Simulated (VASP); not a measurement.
A run of VASP 6.6.1 is set up as follows.

Contents of INCAR:

```
PREC = Accurate ; ENCUT = 520
EDIFF = 1E-7 ; ISMEAR = -1
SIGMA = 0.05 ; LREAL = False
LASPH = True ; NELM = 100
ALGO = Normal ; ISIF = 2
LWAVE = False ; LCHARG = True
GGA = PS ; LELF = True
LVHAR = True ; NBANDS = 24
```

Contents of KPOINTS:

```
regular mesh
0
Gamma
  6 6 6
```

File POSCAR:

```
SnTe3
1.0
    0.0000000000      3.6287437151      3.6287437151
    3.6287437151      0.0000000000      3.6287437151
    3.6287437151      3.6287437151      0.0000000000
Te Sn
3 1
Direct
    0.5000000000      0.5000000000      0.5000000000
    0.7500000000      0.7500000000      0.7500000000
    0.2500000000      0.2500000000      0.2500000000
    0.0000000000      0.0000000000      0.0000000000
```

Potentials or basis: VASP PAW PBE potentials, release 64 (Te, Sn_d).

The run is started by

```bash
$ cat potpaw_PBE.64/Te/POTCAR potpaw_PBE.64/Sn_d/POTCAR > POTCAR
$ mpirun -np 1 vasp_std > vasp.out
```

Predict the band gap on the k mesh.

zero (band 16 reaches 10.65 eV, above the bottom of band 17 at 7.81 eV).

Predict the pressure.

10.0 GPa.

Caveat: the PAW data sets were made with another functional, which shifts forces and pressure a little; spin-orbit coupling is left out, which moves the levels of the heavy elements.
